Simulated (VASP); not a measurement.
# Si3N4 (P6_3/m) in VASP: notebook, part 2 of 2

VASP 6.6.1. The steps go on from the part before.

## (3) Electric field gradients, PBE

File INCAR:

```
SYSTEM = Si3N4
PREC     = Accurate       ! precision mode
ENCUT    = 520            ! plane-wave cutoff, eV
EDIFF    = 1E-8           ! SCF threshold, eV
ISMEAR   = -1             ! smearing method
SIGMA    = 0.02           ! smearing width, eV
LREAL    = .False.        ! projectors in reciprocal space
LASPH    = .True.         ! aspherical terms in the spheres
NELM     = 80             ! most SCF steps
ALGO     = Normal         ! electronic algorithm
ISIF     = 2              ! what is computed and relaxed
LWAVE    = .False.        ! write WAVECAR
LCHARG   = .False.        ! write CHGCAR
GGA      = PE             ! functional
LEFG     = .True.       
NBANDS   = 45             ! bands
```

File KPOINTS:

```
Automatic mesh
0
Gamma
  4 4 9
  0 0 0
```

File POSCAR:

```
Si3N4
1.0
    7.6374000000      0.0000000000      0.0000000000
   -3.8187000000      6.6141824189      0.0000000000
    0.0000000000      0.0000000000      2.9220000000
Si N
6 8
Direct
    0.1744563150      0.7683567482      0.2500000000
    0.4060995668      0.1744563150      0.7500000000
    0.2316432518      0.4060995668      0.2500000000
    0.8255436850      0.2316432518      0.7500000000
    0.5939004332      0.8255436850      0.2500000000
    0.7683567482      0.5939004332      0.7500000000
    0.3333333333      0.6666666667      0.2500000000
    0.6666666667      0.3333333333      0.7500000000
    0.3298872021      0.0303525842      0.2500000000
    0.2995346179      0.3298872021      0.7500000000
    0.9696474158      0.2995346179      0.2500000000
    0.6701127979      0.9696474158      0.7500000000
    0.7004653821      0.6701127979      0.2500000000
    0.0303525842      0.7004653821      0.7500000000
```

Potentials or basis: VASP PAW PBE potentials, release 64 (Si, N).

Started as:

```bash
cat potpaw_PBE.64/Si/POTCAR potpaw_PBE.64/N/POTCAR > POTCAR
mpirun -np 1 vasp_std > vasp.out
```

OUTCAR:

```text
SYSTEM = Si3N4
   PREC = Accurate
   ENCUT = 520
   EDIFF = 1E-8
   ISMEAR = -1
   LREAL = .False.
   LASPH = .True.
   NELM = 80
   ISIF = 2
   GGA = PE

 ion  position               nearest neighbor table
   1  0.174  0.768  0.250-   7 1.74   9 1.74  14 1.74  14 1.74   5 3.01   3 3.01   6 3.07   6 3.07
                             2 3.07   2 3.07
   2  0.406  0.174  0.750-   8 1.74  10 1.74   9 1.74   9 1.74   4 3.01   6 3.01   3 3.07   3 3.07
                             1 3.07   1 3.07
   3  0.232  0.406  0.250-   7 1.74  11 1.74  10 1.74  10 1.74   1 3.01   5 3.01   4 3.07   4 3.07
                             2 3.07   2 3.07
   4  0.826  0.232  0.750-   8 1.74  12 1.74  11 1.74  11 1.74   2 3.01   6 3.01   3 3.07   3 3.07
                             5 3.07   5 3.07
   5  0.594  0.826  0.250-   7 1.74  13 1.74  12 1.74  12 1.74   1 3.01   3 3.01   6 3.07   6 3.07
                             4 3.07   4 3.07
   6  0.768  0.594  0.750-   8 1.74  14 1.74  13 1.74  13 1.74   4 3.01   2 3.01   1 3.07   1 3.07
                             5 3.07   5 3.07
   7  0.333  0.667  0.250-   1 1.74   5 1.74   3 1.74
   8  0.667  0.333  0.750-   4 1.74   2 1.74   6 1.74
   9  0.330  0.030  0.250-   1 1.74   2 1.74   2 1.74
  10  0.300  0.330  0.750-   2 1.74   3 1.74   3 1.74
  11  0.970  0.300  0.250-   3 1.74   4 1.74   4 1.74
  12  0.670  0.970  0.750-   4 1.74   5 1.74   5 1.74
  13  0.700  0.670  0.250-   5 1.74   6 1.74   6 1.74
  14  0.030  0.700  0.750-   6 1.74   1 1.74   1 1.74

  LATTYP: Found a hexagonal cell.
 ALAT       =     7.6374000000
 C/A-ratio  =     0.3825909341

  Lattice vectors:

 A1 = (   7.6374000000,   0.0000000000,   0.0000000000)
 A2 = (  -3.8187000000,   6.6141824189,   0.0000000000)
 A3 = (   0.0000000000,   0.0000000000,   2.9220000000)

Analysis of symmetry for initial positions (statically):
=====================================================================
 Subroutine PRICEL returns:
 Original cell was already a primitive cell.

 Routine SETGRP: Setting up the symmetry group for a
 hexagonal supercell.

[... 1170 lines left out ...]
 -----------------------------------------------------------------------------------
    total drift:                                0.000000     -0.000000     -0.000000

  FREE ENERGIE OF THE ION-ELECTRON SYSTEM (eV)
  ---------------------------------------------------
  free  energy   TOTEN  =      -114.5375673370 eV

  energy  without entropy=     -114.5375673370  energy(sigma->0) =     -114.53756734

 Electric field gradients (V/A^2)
---------------------------------------------------------------------
 ion       V_xx      V_yy      V_zz      V_xy      V_xz      V_yz
---------------------------------------------------------------------
   1      -3.238     6.773    -3.535     5.766     0.000    -0.000
   2      -0.723     4.258    -3.535    -7.218     0.000     0.000
   3       9.264    -5.729    -3.535     1.452    -0.000    -0.000
   4      -3.238     6.773    -3.535     5.766    -0.000    -0.000
   5      -0.723     4.258    -3.535    -7.218    -0.000     0.000
   6       9.264    -5.729    -3.535     1.452    -0.000    -0.000
   7      23.725    23.726   -47.451     0.000     0.000     0.000
   8      23.725    23.726   -47.451     0.000    -0.000     0.000
   9     -48.145    21.743    26.402     2.191     0.000     0.000
  10       2.374   -28.776    26.402   -31.359    -0.000     0.000
  11       6.169   -32.571    26.402    29.167    -0.000    -0.000
  12     -48.145    21.743    26.402     2.191    -0.000    -0.000
  13       2.374   -28.776    26.402   -31.359    -0.000     0.000
  14       6.169   -32.571    26.402    29.167     0.000    -0.000
---------------------------------------------------------------------

 Electric field gradients after diagonalization (V/A^2)
 (convention: |V_zz| > |V_xx| > |V_yy|)
----------------------------------------------------------------------
 ion       V_xx      V_yy      V_zz     asymmetry (V_yy - V_xx)/ V_zz
----------------------------------------------------------------------
   1      -5.868    -3.535     9.403       0.248
   2      -5.868    -3.535     9.403       0.248
   3      -5.868    -3.535     9.403       0.248
   4      -5.868    -3.535     9.403       0.248
   5      -5.868    -3.535     9.403       0.248
   6      -5.868    -3.535     9.403       0.248
   7      23.726    23.725   -47.451       0.000
   8      23.726    23.725   -47.451       0.000
   9      26.402    21.812   -48.214       0.095
  10      26.402    21.812   -48.214       0.095
  11      26.402    21.812   -48.214       0.095
  12      26.402    21.812   -48.214       0.095
  13      26.402    21.812   -48.214       0.095
  14      26.402    21.812   -48.214       0.095
----------------------------------------------------------------------

           NMR quadrupolar parameters

 Cq : quadrupolar parameter    Cq=e*Q*V_zz/h
 eta: asymmetry parameters     (V_yy - V_xx)/ V_zz
 Q  : nuclear electric quadrupole moment in mb (millibarn)
----------------------------------------------------------------------
 ion       Cq(MHz)       eta       Q (mb)
----------------------------------------------------------------------
   1       0.023       0.248       1.000
   2       0.023       0.248       1.000
   3       0.023       0.248       1.000
   4       0.023       0.248       1.000
   5       0.023       0.248       1.000
   6       0.023       0.248       1.000
   7      -0.115       0.000       1.000
   8      -0.115       0.000       1.000
   9      -0.117       0.095       1.000
  10      -0.117       0.095       1.000
  11      -0.117       0.095       1.000
  12      -0.117       0.095       1.000
  13      -0.117       0.095       1.000
  14      -0.117       0.095       1.000
----------------------------------------------------------------------
```

OSZICAR:

```text
N       E                     dE             d eps       ncg     rms          rms(c)
DAV:   1     0.287426053171E+03    0.28743E+03   -0.31595E+04  1800   0.131E+03
DAV:   2    -0.106994159820E+03   -0.39442E+03   -0.37468E+03  2297   0.278E+02
[... 10 lines left out ...]
DAV:  13    -0.114537562992E+03   -0.17596E-04   -0.18652E-05  2024   0.208E-02    0.497E-03
DAV:  14    -0.114537566733E+03   -0.37409E-05   -0.33737E-06  2176   0.962E-03    0.309E-03
DAV:  15    -0.114537567430E+03   -0.69750E-06   -0.17315E-06  2032   0.539E-03    0.196E-03
DAV:  16    -0.114537567376E+03    0.54422E-07   -0.93140E-08  2288   0.164E-03    0.551E-04
DAV:  17    -0.114537567346E+03    0.29864E-07   -0.16621E-08  1664   0.617E-04    0.231E-04
DAV:  18    -0.114537567334E+03    0.12036E-07   -0.40992E-09  1528   0.335E-04    0.802E-05
DAV:  19    -0.114537567337E+03   -0.33478E-08   -0.13165E-09  1224   0.211E-04
   1 F= -.11453757E+03 E0= -.11453757E+03  d E =-.798836E-11
```

stdout:

```text
POSCAR found type information on POSCAR SiN
 POSCAR found :  2 types and      14 ions
 scaLAPACK will be used
 LDA part: xc-table for (Slater+PW92), standard interpolation
 POSCAR, INCAR and KPOINTS ok, starting setup
 FFT: planning ... GRIDC
 FFT: planning ... GRID_SOFT
 FFT: planning ... GRID
 WAVECAR not read
 entering main loop
ion   1

ion   2

ion   3

ion   4

ion   5

ion   6

ion   7

ion   8

ion   9

ion  10

ion  11

ion  12

ion  13

ion  14
```

Run time: 4.6 min. Hardware: 1 thread of Intel Xeon 8259CL, shared host; peak memory 0.32 GiB.

Results:

* Free energy: -114.5376 eV
* Pressure: 1.7 GPa
* Largest force: 0.014 eV/Å
* Band gap on the k mesh: 4.27 eV (least direct gap 4.46 eV)
* Largest electric field gradient by atom: Si +9.4; N -47.5, -48.2 (each value once) V/Å²

Forces in eV/Å, atoms in the order of the input:
```
Si  -0.012 -0.001  0.000
Si  -0.005 -0.011  0.000
Si   0.007 -0.009  0.000
Si   0.012  0.001  0.000
Si   0.005  0.011  0.000
Si  -0.007  0.009  0.000
N    0.000  0.000  0.000
N    0.000  0.000  0.000
N   -0.003  0.014  0.000
N   -0.013  0.004  0.000
N   -0.010 -0.010  0.000
N    0.003 -0.014  0.000
N    0.013 -0.004  0.000
N    0.010  0.010  0.000
```

Stress tensor (GPa, compression positive):
```
1.94 0.00 0.00
0.00 1.94 0.00
0.00 0.00 1.15
```

Electric field gradients, principal values (V/Å²):
| atom | least | middle | greatest (by size) |
| --- | --- | --- | --- |
| 1 Si | -3.535 | -5.868 | 9.403 |
| 2 Si | -3.535 | -5.868 | 9.403 |
| 3 Si | -3.535 | -5.868 | 9.403 |
| 4 Si | -3.535 | -5.868 | 9.403 |
| 5 Si | -3.535 | -5.868 | 9.403 |
| 6 Si | -3.535 | -5.868 | 9.403 |
| 7 N | 23.725 | 23.726 | -47.451 |
| 8 N | 23.725 | 23.726 | -47.451 |
| 9 N | 21.812 | 26.402 | -48.214 |
| 10 N | 21.812 | 26.402 | -48.214 |
| 11 N | 21.812 | 26.402 | -48.214 |
| 12 N | 21.812 | 26.402 | -48.214 |
| 13 N | 21.812 | 26.402 | -48.214 |
| 14 N | 21.812 | 26.402 | -48.214 |

Caveat: without QUAD_EFG the Cq values of the log hold for a quadrupole moment of 1 mb, not for the nuclei; an odd mesh through Γ misses points on the zone boundary, where band edges can lie.

## (4) Electric field gradients, r2SCAN

POSCAR is that of step 3.

File INCAR.step1:

```
SYSTEM = Si3N4
  ALGO = Normal
  EDIFF = 1E-4
  ENCUT = 520
  GGA = PE
  ISMEAR = -1
  LASPH = .True.
  LCHARG = .False.
  LREAL = .False.
  LWAVE = .True.
  NBANDS = 45
  NELM = 100
  PREC = Accurate
  SIGMA = 0.02
```

File INCAR.step2:

```
SYSTEM = Si3N4
  ALGO = Normal
  EDIFF = 1E-8
  ENCUT = 520
  ISIF = 2
  ISMEAR = -1
  ISTART = 1
  LASPH = .True.
  LCHARG = .False.
  LEFG = .True.
  LMIXTAU = .True.
  LREAL = .False.
  LWAVE = .False.
  METAGGA = R2SCAN
  NBANDS = 45
  NELM = 100
  PREC = Accurate
  SIGMA = 0.02
```

File KPOINTS:

```
k-points
0
Gamma
  4 4 9
  0 0 0
```

Potentials or basis: VASP PAW PBE potentials, release 64 (Si, N).

Started as:

```bash
cat potpaw_PBE.64/Si/POTCAR potpaw_PBE.64/N/POTCAR > POTCAR
cp INCAR.step1 INCAR
mpirun -np 1 vasp_std > vasp.out
cp INCAR.step2 INCAR
mpirun -np 1 vasp_std > vasp.out
```

OUTCAR:

```text
SYSTEM = Si3N4
   EDIFF = 1E-8
   ENCUT = 520
   ISIF = 2
   ISMEAR = -1
   ISTART = 1
   LASPH = .True.
   LREAL = .False.
   METAGGA = R2SCAN
   NELM = 100
   PREC = Accurate

 ion  position               nearest neighbor table
   1  0.174  0.768  0.250-   7 1.74   9 1.74  14 1.74  14 1.74   5 3.01   3 3.01   6 3.07   6 3.07
                             2 3.07   2 3.07
   2  0.406  0.174  0.750-   8 1.74  10 1.74   9 1.74   9 1.74   4 3.01   6 3.01   3 3.07   3 3.07
                             1 3.07   1 3.07
   3  0.232  0.406  0.250-   7 1.74  11 1.74  10 1.74  10 1.74   1 3.01   5 3.01   4 3.07   4 3.07
                             2 3.07   2 3.07
   4  0.826  0.232  0.750-   8 1.74  12 1.74  11 1.74  11 1.74   2 3.01   6 3.01   3 3.07   3 3.07
                             5 3.07   5 3.07
   5  0.594  0.826  0.250-   7 1.74  13 1.74  12 1.74  12 1.74   1 3.01   3 3.01   6 3.07   6 3.07
                             4 3.07   4 3.07
   6  0.768  0.594  0.750-   8 1.74  14 1.74  13 1.74  13 1.74   4 3.01   2 3.01   1 3.07   1 3.07
                             5 3.07   5 3.07
[... 1236 lines left out ...]
   6      -5.709    -3.700     9.409       0.214
   7      23.914    23.913   -47.827       0.000
   8      23.914    23.913   -47.827       0.000
   9      26.421    21.312   -47.733       0.107
  10      26.420    21.313   -47.733       0.107
  11      26.420    21.312   -47.733       0.107
  12      26.421    21.312   -47.733       0.107
  13      26.420    21.313   -47.733       0.107
  14      26.420    21.312   -47.733       0.107
----------------------------------------------------------------------

           NMR quadrupolar parameters

 Cq : quadrupolar parameter    Cq=e*Q*V_zz/h
 eta: asymmetry parameters     (V_yy - V_xx)/ V_zz
 Q  : nuclear electric quadrupole moment in mb (millibarn)
----------------------------------------------------------------------
 ion       Cq(MHz)       eta       Q (mb)
----------------------------------------------------------------------
   1       0.023       0.214       1.000
   2       0.023       0.214       1.000
   3       0.023       0.214       1.000
   4       0.023       0.214       1.000
   5       0.023       0.214       1.000
   6       0.023       0.214       1.000
   7      -0.116       0.000       1.000
   8      -0.116       0.000       1.000
   9      -0.115       0.107       1.000
  10      -0.115       0.107       1.000
  11      -0.115       0.107       1.000
  12      -0.115       0.107       1.000
  13      -0.115       0.107       1.000
  14      -0.115       0.107       1.000
----------------------------------------------------------------------
```

Wall time 13 min (1 thread of Intel Xeon 8259CL, shared host); peak memory 0.36 GiB.

Results:

| Property | Result |
| --- | --- |
| Free energy | -144.1408 eV |
| Pressure | -3.8 GPa |
| Largest force | 0.052 eV/Å |
| Band gap on the k mesh | 4.93 eV (least direct gap 5.12 eV) |
| Largest electric field gradient by atom | Si +9.4; N -47.8, -47.7 (each value once) V/Å² |

Forces on the atoms (eV/Å):
```
Si   0.004  0.043  0.000
Si  -0.035  0.025  0.000
Si  -0.039 -0.018  0.000
Si  -0.004 -0.043  0.000
Si   0.035 -0.025  0.000
Si   0.039  0.018  0.000
N    0.000  0.000  0.000
N    0.000  0.000  0.000
N    0.007  0.051  0.000
N   -0.041  0.032  0.000
N   -0.048 -0.020  0.000
N   -0.007 -0.051  0.000
N    0.041 -0.032  0.000
N    0.048  0.020  0.000
```

Electric field gradients, principal values (V/Å²):
| atom | least | middle | greatest (by size) |
| --- | --- | --- | --- |
| 1 Si | -3.700 | -5.709 | 9.409 |
| 2 Si | -3.700 | -5.709 | 9.409 |
| 3 Si | -3.700 | -5.709 | 9.409 |
| 4 Si | -3.700 | -5.709 | 9.409 |
| 5 Si | -3.700 | -5.709 | 9.409 |
| 6 Si | -3.700 | -5.709 | 9.409 |
| 7 N | 23.913 | 23.914 | -47.827 |
| 8 N | 23.913 | 23.914 | -47.827 |
| 9 N | 21.312 | 26.421 | -47.733 |
| 10 N | 21.313 | 26.420 | -47.733 |
| 11 N | 21.312 | 26.420 | -47.733 |
| 12 N | 21.312 | 26.421 | -47.733 |
| 13 N | 21.313 | 26.420 | -47.733 |
| 14 N | 21.312 | 26.420 | -47.733 |

Caveat: the cell stands under tension; without QUAD_EFG the Cq values of the log hold for a quadrupole moment of 1 mb, not for the nuclei; the PAW data sets were made with another functional, which shifts forces and pressure a little; an odd mesh through Γ misses points on the zone boundary, where band edges can lie.

## (5) Overview

| level | cell | gap on the mesh (eV) | pressure (GPa) | largest force (eV/Å) |
| --- | --- | --- | --- | --- |
| PBE | as given, atomic positions A | 3.84 | 7.6 | 7.41 |
| PBE | as given, atomic positions B | 4.27 | 1.7 | 0.01 |
| r2SCAN | as given, atomic positions B | 4.93 | -3.8 | 0.05 |

Alike in all rows: task electric field gradients; potentials or basis VASP PAW PBE potentials, release 64 (Si, N); no spin polarisation; k mesh 4 × 4 × 9; cutoff (eV) 520; smearing fermi-dirac 0.02 eV.

The pressure there spans -3.8 GPa (r2SCAN) to 7.6 GPa (PBE); a positive pressure means that this level wants a larger cell, a negative one a smaller.

Caveats: an odd mesh through Γ misses points on the zone boundary, where band edges can lie; the cell stands under pressure (at least some runs); forces of over 1 eV/Å act on the atoms, so gaps and moduli don't describe the material at rest (at least some runs); the cell stands under tension (at least some runs); the PAW data sets were made with another functional, which shifts forces and pressure a little (at least some runs).

Total energies depend on the potentials used, so only differences within one code and one set of settings carry meaning.
